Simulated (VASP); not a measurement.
# HfB2 (Fd-3m) in VASP: notebook

Runs on HfB2. Level: PBE. Tasks: single point, relaxation of cell and atoms.

All numbers are computed with VASP 6.6.1; they aren't measurements. Logs are shortened: lines on timing, memory, paths and dates and some standing lists are left out, and cuts for length are marked.

### 1 The cell of the first run

The structure is cubic, space group Fd-3m (No. 227). Conventional cell: a = 10.623 Å, b = 10.623 Å, c = 10.623 Å, α = 90.00°, β = 90.00°, γ = 90.00°. Hf (site symmetry -43m) has 4 B at 2.30 Å within 3.0 Å. B (site symmetry -3m) has 2 Hf at 2.30 Å within 3.0 Å.

The cell was generated, and may not be a known phase.

### 2 Single point, PBE

The input, INCAR:

```
SYSTEM = HfB2
ALGO = Normal
EDIFF = 1E-6
ENCUT = 520
GGA = PE
ISIF = 2
ISMEAR = 0
LASPH = .True.
LCHARG = .False.
LREAL = .False.
LWAVE = .False.
NBANDS = 25
NELM = 100
PREC = Accurate
SIGMA = 0.1
```

The input, KPOINTS:

```
k-points
0
Gamma
  6 6 6
  0 0 0
```

The input, POSCAR:

```
HfB2
1.0
    0.0000000000      5.3112759321      5.3112759321
    5.3112759321      0.0000000000      5.3112759321
    5.3112759321      5.3112759321      0.0000000000
Hf B
2 4
Direct
    0.5000000000      0.5000000000      0.5000000000
    0.7500000000      0.7500000000      0.7500000000
    0.6250000000      0.6250000000      0.6250000000
    0.6250000000      0.6250000000      0.1250000000
    0.6250000000      0.1250000000      0.6250000000
    0.1250000000      0.6250000000      0.6250000000
```

Potentials or basis: VASP PAW PBE potentials, release 64 (Hf_pv, B).

Command:

```console
cat potpaw_PBE.64/Hf_pv/POTCAR potpaw_PBE.64/B/POTCAR > POTCAR
mpirun -np 1 vasp_std > vasp.out
```

OUTCAR:

```text
SYSTEM = HfB2
   EDIFF = 1E-6
   ENCUT = 520
   GGA = PE
   ISIF = 2
   ISMEAR = 0
   LASPH = .True.
   LREAL = .False.
   NELM = 100
   PREC = Accurate

 ion  position               nearest neighbor table
   1  0.500  0.500  0.500-   3 2.30   4 2.30   5 2.30   6 2.30
   2  0.750  0.750  0.750-   3 2.30   4 2.30   5 2.30   6 2.30
   3  0.625  0.625  0.625-   1 2.30   2 2.30
   4  0.625  0.625  0.125-   1 2.30   2 2.30
   5  0.625  0.125  0.625-   1 2.30   2 2.30
   6  0.125  0.625  0.625-   1 2.30   2 2.30

  LATTYP: Found a face centered cubic cell.
 ALAT       =    10.6225518642

  Lattice vectors:

 A1 = (   0.0000000000,   5.3112759321,   5.3112759321)
 A2 = (   5.3112759321,   0.0000000000,   5.3112759321)
 A3 = (   5.3112759321,   5.3112759321,   0.0000000000)

Analysis of symmetry for initial positions (statically):
=====================================================================
 Subroutine PRICEL returns:
 Original cell was already a primitive cell.

 Routine SETGRP: Setting up the symmetry group for a
 face centered cubic supercell.

 Subroutine GETGRP returns: Found 48 space group operations
 (whereof 24 operations were pure point group operations)
 out of a pool of 48 trial point group operations.

The static configuration has the point symmetry T_d .
 The point group associated with its full space group is O_h .

Analysis of symmetry for dynamics (positions and initial velocities):
=====================================================================
 Subroutine PRICEL returns:
 Original cell was already a primitive cell.

 Routine SETGRP: Setting up the symmetry group for a
 face centered cubic supercell.

 Subroutine GETGRP returns: Found 48 space group operations
 (whereof 24 operations were pure point group operations)
 out of a pool of 48 trial point group operations.

The dynamic configuration has the point symmetry T_d .
 The point group associated with its full space group is O_h .

 Subroutine INISYM returns: Found 48 space group operations
 (whereof 24 operations are pure point group operations),
 and found     1 'primitive' translations

----------------------------------------------------------------------------------------

                                     Primitive cell

  volume of cell :     299.6585

  direct lattice vectors                    reciprocal lattice vectors
     0.000000000  5.311275932  5.311275932    -0.094139338  0.094139338  0.094139338
     5.311275932  0.000000000  5.311275932     0.094139338 -0.094139338  0.094139338
     5.311275932  5.311275932  0.000000000     0.094139338  0.094139338 -0.094139338

  length of vectors
     7.511278457  7.511278457  7.511278457     0.163054116  0.163054116  0.163054116

  position of ions in fractional coordinates (direct lattice)
     0.500000000  0.500000000  0.500000000
     0.750000000  0.750000000  0.750000000
     0.625000000  0.625000000  0.625000000
     0.625000000  0.625000000  0.125000000
     0.625000000  0.125000000  0.625000000
     0.125000000  0.625000000  0.625000000

  ion indices of the primitive-cell ions
   primitive index   ion index
                 1           1
                 2           2
                 3           3
                 4           4
                 5           5
                 6           6

----------------------------------------------------------------------------------------

 KPOINTS: k-points

Automatic generation of k-mesh.
 Grid dimensions read from file:
 generate k-points for:    6    6    6

 Generating k-lattice:

  Cartesian coordinates                     Fractional coordinates (reciprocal lattice)
    -0.015689890  0.015689890  0.015689890     0.166666667  0.000000000  0.000000000
     0.015689890 -0.015689890  0.015689890     0.000000000  0.166666667  0.000000000
     0.015689890  0.015689890 -0.015689890     0.000000000  0.000000000  0.166666667

  Length of vectors
     0.027175686  0.027175686  0.027175686

  Shift w.r.t. Gamma in fractional coordinates (k-lattice)
     0.000000000  0.000000000  0.000000000

 Subroutine IBZKPT returns following result:
 ===========================================

 Found     16 irreducible k-points:

 Following reciprocal coordinates:
            Coordinates               Weight
  0.000000  0.000000  0.000000      1.000000
  0.166667  0.000000  0.000000      8.000000
  0.333333  0.000000  0.000000      8.000000
  0.500000  0.000000  0.000000      4.000000
  0.166667  0.166667  0.000000      6.000000
  0.333333  0.166667  0.000000     24.000000
[... 8 lines left out ...]
 -0.333333  0.333333  0.166667     24.000000
 -0.333333  0.500000  0.166667     12.000000
   k-points           NKPTS =     16   k-points in BZ     NKDIM =     16   number of bands    NBANDS=     25
   number of dos      NEDOS =    301   number of ions     NIONS =      6
   total plane-waves  NPLWV = 175616
   dimension x,y,z NGX =    56 NGY =   56 NGZ =   56
   dimension x,y,z NGXF=   112 NGYF=  112 NGZF=  112
   ions per type =               2   4
   NGX,Y,Z   is equivalent  to a cutoff of  12.39, 12.39, 12.39 a.u.
   NGXF,Y,Z  is equivalent  to a cutoff of  24.79, 24.79, 24.79 a.u.
 SYSTEM =  HfB2
   PREC   = accura    normal or accurate (medium, high low for compatibility)
   ISTART =      0    job   : 0-new  1-cont  2-samecut
   ICHARG =      2    charge: 1-file 2-atom 10-const
   ISPIN  =      1    spin polarized calculation?
   LNONCOLLINEAR =      F non collinear calculations
   LSORBIT =      F    spin-orbit coupling
   LASPH  =      T    aspherical Exc in radial PAW
   ENCUT  =  520.0 eV  38.22 Ry    6.18 a.u.  13.97 13.97 13.97*2*pi/ulx,y,z
   NELM   =    100;   NELMIN=  2; NELMDL= -5     # of ELM steps
   EDIFF  = 0.1E-05   stopping-criterion for ELM
   LREAL  =      F    real-space projection
   EDIFFG = 0.1E-04   stopping-criterion for IOM
   NSW    =      0    number of steps for IOM
   IBRION =     -1    ionic relax: 0-MD 1-quasi-New 2-CG
   NFREE  =      0    steps in history (QN), initial steepest desc. (CG)
   ISIF   =      2    stress and relaxation
   ISYM   =      2    0-nonsym 1-usesym 2-fastsym
   POTIM  = 0.5000    time-step for ionic-motion
   TEBEG  =    0.0;   TEEND  =   0.0 temperature during run
   PSTRESS=    0.0 pullay stress
   NELECT =      32.0000    total number of electrons
   NUPDOWN=      -1.0000    fix difference up-down
   EMIN   =  10.00;   EMAX   =-10.00  energy-range for DOS
   EFERMI =   0.00;   METHOD = LEGACY
   ISMEAR =     0;   SIGMA  =   0.10  broadening in eV -4-tet -1-fermi 0-gaus
   EFERMI_NEDOS =   21; number of points for ismear=-14 and -15
   IALGO  =     38    algorithm
   IMIX   =      4    mixing-type and parameters
     AMIX     =   0.40;   BMIX     =  1.00
     AMIX_MAG =   1.60;   BMIX_MAG =  1.00
  volume/ion in A,a.u.               =      49.94       337.03
  Fermi-wavevector in a.u.,A,eV,Ry     =   0.776693  1.467737  8.207738  0.603252
  Thomas-Fermi vector in A             =   1.879224
   LORBIT       =      0    0 simple, 1 ext, 2 COOP (PROOUT), +10 PAW based schemes
   GGA     = PE    functional components
   LHFCALC =     F    Hartree Fock is set to
   AEXX    =    0.0000 exact exchange contribution
   IVDW    =     0    specifies the selected vdW correction
   LEPSILON=     F    determine dielectric tensor
   LRPA    =     F    only Hartree local field effects (RPA)
 non-spin polarized calculation
 Gauss-broadening in eV      SIGMA  =   0.10
  energy-cutoff  :      520.00
  volume of cell :      299.66
 maximum number of plane-waves:      8144
   NGX = 27   NGY = 27   NGZ = 27

 number of electron      32.0000001 magnetization

 Free energy of the ion-electron system (eV)
  ---------------------------------------------------
  ext. energy  EPLUGINS =         0.00000000
  ---------------------------------------------------
  free energy    TOTEN  =       -30.26788768 eV

  energy without entropy =      -30.19469114  energy(sigma->0) =      -30.23128941

 E-fermi :  -2.4473     XC(G=0):  -5.1366

 val. band max:       -2.4590139516   @ k =  -0.3333   0.3333   0.1667
 cond. band min:      -2.4328068482   @ k =   0.5000   0.0000   0.0000
 fundamental gap:      0.0262071034
 Fermi energy:        -2.4472610748

 k-point     1 :       0.0000    0.0000    0.0000
  band No.  band energies     occupation
      1     -31.9459      2.00000
      2     -31.9459      2.00000
      3     -31.9459      2.00000
      4     -31.9452      2.00000
      5     -31.9452      2.00000
      6     -31.9452      2.00000
[... 17 lines left out ...]
     24       0.3898      0.00000
     25       1.0718      0.00000

 k-point     2 :       0.1667    0.0000    0.0000
  band No.  band energies     occupation
      1     -31.9462      2.00000
      2     -31.9460      2.00000
      3     -31.9460      2.00000
      4     -31.9451      2.00000
      5     -31.9451      2.00000
      6     -31.9449      2.00000
[... 17 lines left out ...]
     24       0.6565      0.00000
     25       1.2207      0.00000

 k-point     3 :       0.3333    0.0000    0.0000
  band No.  band energies     occupation
      1     -31.9465      2.00000
      2     -31.9463      2.00000
      3     -31.9463      2.00000
      4     -31.9448      2.00000
      5     -31.9448      2.00000
      6     -31.9446      2.00000
[... 328 lines left out ...]
 k-point    15 :      -0.3333    0.3333    0.1667
  band No.  band energies     occupation
      1     -31.9469      2.00000
      2     -31.9466      2.00000
      3     -31.9459      2.00000
      4     -31.9452      2.00000
      5     -31.9445      2.00000
      6     -31.9443      2.00000
[... 17 lines left out ...]
     24       1.5499      0.00000
     25       1.9704      0.00000

 k-point    16 :      -0.3333    0.5000    0.1667
  band No.  band energies     occupation
      1     -31.9468      2.00000
      2     -31.9468      2.00000
      3     -31.9456      2.00000
      4     -31.9456      2.00000
      5     -31.9443      2.00000
      6     -31.9443      2.00000
[... 17 lines left out ...]
     24       1.2123      0.00000
     25       2.5729      0.00000

------------------------ aborting loop because EDIFF is reached ----------------------------------------

  FORCE on cell =-STRESS in cart. coord.  units (eV):
  Direction    XX          YY          ZZ          XY          YZ          ZX
  --------------------------------------------------------------------------------------
  -------------------------------------------------------------------------------------
  Total        0.0565040      0.0565040      0.0565040      0.0000000      0.0000000     -0.0000000
  in kB        0.3021088      0.3021088      0.3021088      0.0000000      0.0000000     -0.0000000
  external PRESSURE =       0.3021088 kB  Pullay stress =       0.0000000 kB

 VOLUME and BASIS-vectors are now :
 -----------------------------------------------------------------------------
  energy-cutoff  :      520.00
  volume of cell :      299.66
      direct lattice vectors                 reciprocal lattice vectors
     0.000000000  5.311275932  5.311275932    -0.094139338  0.094139338  0.094139338
     5.311275932  0.000000000  5.311275932     0.094139338 -0.094139338  0.094139338
     5.311275932  5.311275932  0.000000000     0.094139338  0.094139338 -0.094139338

 POSITION                                       TOTAL-FORCE (eV/Angst)
 -----------------------------------------------------------------------------------
      5.31128      5.31128      5.31128        -0.000000     -0.000000      0.000000
      7.96691      7.96691      7.96691         0.000000     -0.000000     -0.000000
      6.63909      6.63909      6.63909         0.000000      0.000000     -0.000000
      3.98346      3.98346      6.63909         0.000000      0.000000     -0.000000
      3.98346      6.63909      3.98346         0.000000      0.000000     -0.000000
      6.63909      3.98346      3.98346         0.000000      0.000000     -0.000000
 -----------------------------------------------------------------------------------
    total drift:                               -0.000000      0.000000      0.000000

  FREE ENERGIE OF THE ION-ELECTRON SYSTEM (eV)
  ---------------------------------------------------
  free  energy   TOTEN  =       -30.2678876763 eV

  energy  without entropy=      -30.1946911420  energy(sigma->0) =      -30.23128941
```

Run time: 3.4 min. Hardware: 1 thread of Intel Xeon 8259CL, shared host; peak memory 0.47 GiB.

What came out:

- Free energy: -30.2679 eV
- Pressure: 0.0 GPa
- Band gap on the k mesh: zero (filled and empty bands touch)

Caveat: spin-orbit coupling is left out, which moves the levels of the heavy elements.

(Part 1 of 2 ends here.)

The gap in the log of VASP goes by the Fermi energy; the results here count the filled bands.